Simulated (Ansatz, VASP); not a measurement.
One calculation of Ni, two programs

```
Ni
1.0
     0.00000    1.90939    1.76795
     1.90939    0.00000    1.76795
     1.90939    1.90939    0.00000
Ni
1
Direct
  0.00000 0.00000 0.00000
```

Change from the starting cell: strain +0.080 along x and y, +0.000 along z, atoms carried along.

Alike in both runs: task single point; functional PBEsol; k mesh 22 × 22 × 22; occupations gaussian, width 0.15 eV; collinear spin.

```csv
,VASP,Ansatz
version,VASP 6.6.1,Ansatz 0.2.0
potentials or method,"VASP PAW PBE potentials, release 64 (Ni), cutoff 520 eV","scalar-relativistic, plane waves, PAW"
valence electrons in the cell,10,18
```

|  | VASP | Ansatz | Ansatz less VASP |
| --- | --- | --- | --- |
| gap on the k mesh at the Fermi level (eV) | none | none | - |
| pressure (GPa) | -28.8 | -29.0 | -0.23 |
| traceless stress, the component that is largest in VASP (GPa) | 2.92 | 3.03 | +0.118 |
| net moment per atom (μB) | 0.67 | 0.68 | +0.014 |
| size of the moment on the site where the two differ most (μB) | 0.69 | 0.73 | +0.034 |

VASP's potentials were made for PBE, not for PBEsol. Site moments also hang on the region over which each program counts them. A gap of «none» marks a metal or a gap that the smearing closes. Both programs put the cell under strong tension, so it lies far from rest at this level. VASP's potentials hold 10 valence electrons a cell and Ansatz's 18, so a difference there can come from the potentials and not from the codes.
